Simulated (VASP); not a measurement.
Here is a VASP 6.6.1 calculation.

INCAR

```
ALGO = Normal ; EDIFF = 1E-6
ENCUT = 520 ; GGA = PE
ISIF = 2 ; ISMEAR = 1
IVDW = 13 ; LASPH = True
LCHARG = True ; LELF = True
LREAL = False ; LVHAR = True
LWAVE = False ; NBANDS = 14
NELM = 100 ; PREC = Accurate
SIGMA = 0.3
```

KPOINTS

```
k-points
0
Gamma
  10 10 10
```

The input POSCAR:

```
Rh
1.0
    0.0000000000      1.8978500000      1.8978500000
    1.8978500000      0.0000000000      1.8978500000
    1.8978500000      1.8978500000      0.0000000000
Rh
1
Direct
    0.0000000000      0.0000000000      0.0000000000
```

Potentials or basis: VASP PAW PBE potentials, release 64 (Rh_pv).

The run is started by

```bash
$ cat potpaw_PBE.64/Rh_pv/POTCAR > POTCAR
$ mpirun -np 1 vasp_std > vasp.out
```

(1) Predict the dispersion energy per atom.

(2) What does it give for the pressure?

Answers

(1) -0.849 eV.

(2) -1.5 GPa.

Caveat: pairwise dispersion overbinds metals, which lowers pressure and volume.
